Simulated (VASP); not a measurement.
A run of VASP 6.6.1 is set up as follows.

POSCAR

```
Al2O3
1.0
    2.3793614130      1.3737249524      4.3749099284
   -2.3793614130      1.3737249524      4.3749099284
    0.0000000000     -2.7474499045      4.3749099285
Al O
4 6
Direct
    0.8516320326      0.8516320326      0.8516320326
    0.3516320326      0.3516320326      0.3516320326
    0.1483679674      0.1483679674      0.1483679674
    0.6483679674      0.6483679674      0.6483679674
    0.4434604774      0.0565395226      0.7500000000
    0.0565395226      0.7500000000      0.4434604774
    0.5565395226      0.9434604774      0.2500000000
    0.2500000000      0.5565395226      0.9434604774
    0.9434604774      0.2500000000      0.5565395226
    0.7500000000      0.4434604774      0.0565395226
```

Contents of INCAR.step1:

```
PREC = Accurate
ENCUT = 520
ISMEAR = 0
SIGMA = 0.01
LREAL = False
LASPH = True
NELM = 80
NBANDS = 35
GGA = PE
ALGO = Normal
EDIFF = 1E-4
LWAVE = True
LCHARG = False
```

Contents of INCAR.step2:

```
PREC = Accurate
ENCUT = 520
EDIFF = 1E-6
ISMEAR = 0
SIGMA = 0.01
LREAL = False
LASPH = True
NELM = 80
ALGO = Normal
ISIF = 2
LWAVE = False
LCHARG = True
METAGGA = R2SCAN
LMIXTAU = True
LELF = True
LVHAR = True
NBANDS = 35
ISTART = 1
```

File KPOINTS:

```
regular mesh
0
Gamma
  6 6 6
```

Potentials or basis: VASP PAW PBE potentials, release 64 (Al, O).

Run with:

```console
$ cat potpaw_PBE.64/Al/POTCAR potpaw_PBE.64/O/POTCAR > POTCAR
$ cp INCAR.step1 INCAR
$ mpirun -np 1 vasp_std > vasp.out
$ cp INCAR.step2 INCAR
$ mpirun -np 1 vasp_std > vasp.out
```

Q: What does it give for the pressure?

A: -2.9 GPa.

Q: What does it give for the largest force?

A: 0.018 eV/Å.

Q: Estimate the band gap on the k mesh.

A: 7.06 eV.

Stress tensor (GPa, compression positive):
```
-1.59  0.00  0.00
 0.00 -1.59  0.00
 0.00  0.00 -5.51
```

Caveat: the cell differs from its parent crystal (uniaxial z strain +1.0%); the PAW data sets were made with another functional, which shifts forces and pressure a little. A k mesh can miss the band edges.
